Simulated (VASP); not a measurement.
A run of VASP 6.6.1 is set up as follows.

Contents of INCAR:

```
SYSTEM = GeS
PREC     = Accurate       ! precision mode
ENCUT    = 500            ! plane-wave cutoff, eV
EDIFF    = 1E-6           ! SCF threshold, eV
ISMEAR   = -1             ! smearing method
SIGMA    = 0.02           ! smearing width, eV
LREAL    = .False.        ! projectors in reciprocal space
LASPH    = .True.         ! aspherical terms in the spheres
NELM     = 120            ! most SCF steps
ALGO     = Normal         ! electronic algorithm
ISIF     = 2              ! what is computed and relaxed
LWAVE    = .False.        ! write WAVECAR
LCHARG   = .False.        ! write CHGCAR
NBANDS   = 50             ! bands
GGA_COMPAT= .False.
```

Contents of KPOINTS:

```
regular mesh
0
Gamma
  4 8 6
  0 0 0
```

The input POSCAR:

```
GeS
1.0
   10.1899262504      0.0000000000      0.0000000000
    0.0000000000      3.6418347837      0.0000000000
    0.0000000000      0.0000000000      4.0870640386
Ge S
4 4
Direct
    0.1186006280      0.2500000000      0.1192276847
    0.3813993720      0.7500000000      0.6192276847
    0.6186006280      0.2500000000      0.3807723153
    0.8813993720      0.7500000000      0.8807723153
    0.8530038245      0.2500000000      0.4926867879
    0.6469961755      0.7500000000     -0.0073132121
    0.3530038245      0.2500000000      1.0073132121
    0.1469961755      0.7500000000      0.5073132121
```

Potentials or basis: VASP PAW LDA potentials, release 64 (Ge_d, S).

Run with:

```sh
$ cat potpaw_LDA.64/Ge_d/POTCAR potpaw_LDA.64/S/POTCAR > POTCAR
$ mpirun -np 1 vasp_std > vasp.out
```

(1) What does it give for the pressure?

(2) What does it give for the band gap on the k mesh?

(3) Predict the largest force.

Results:

(1) 0.0 GPa.

(2) 0.70 eV (least direct gap 1.01 eV).

(3) 0.021 eV/Å.
